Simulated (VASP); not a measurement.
A run of VASP 6.6.1 is set up as follows.

Contents of INCAR:

```
SYSTEM = CsTl2H3
PREC = Accurate
ENCUT = 520
EDIFF = 1E-6
ISMEAR = 0
SIGMA = 0.1
LREAL = .FALSE.
LASPH = .TRUE.
NELM = 80
ALGO = Normal
ISIF = 2
LWAVE = .FALSE.
LCHARG = .TRUE.
GGA = PE
LELF = .TRUE.
LVHAR = .TRUE.
NBANDS = 28
```

The input KPOINTS:

```
Automatic mesh
0
G
  9 9 10
  0 0 0
```

File POSCAR:

```
CsTl2H3
1.0
    6.6192508897     -0.0000000030      0.0000000000
   -3.3096254422      5.7324394260      0.0000000000
    0.0000000000      0.0000000000      3.6834708538
Cs Tl H
1 2 3
Direct
    0.0000000000      0.0000000000      0.0000000000
    0.3333333333      0.6666666667      0.0000000000
    0.6666666667      0.3333333333      0.0000000000
    0.5000000000      0.0000000000      0.5000000000
    0.5000000000      0.5000000000      0.5000000000
    0.0000000000      0.5000000000      0.5000000000
```

Potentials or basis: VASP PAW PBE potentials, release 64 (Cs_sv, Tl_d, H).

The run is started by

```console
$ cat potpaw_PBE.64/Cs_sv/POTCAR potpaw_PBE.64/Tl_d/POTCAR potpaw_PBE.64/H/POTCAR > POTCAR
$ mpirun -np 1 vasp_std > vasp.out
```

Q: Estimate the band gap on the k mesh.

A: Zero (bands 19 and 20 overlap by 0.97 eV).

Q: What does it give for the pressure?

A: 0.0 GPa.

Caveat: spin-orbit coupling is left out, which moves the levels of the heavy elements.
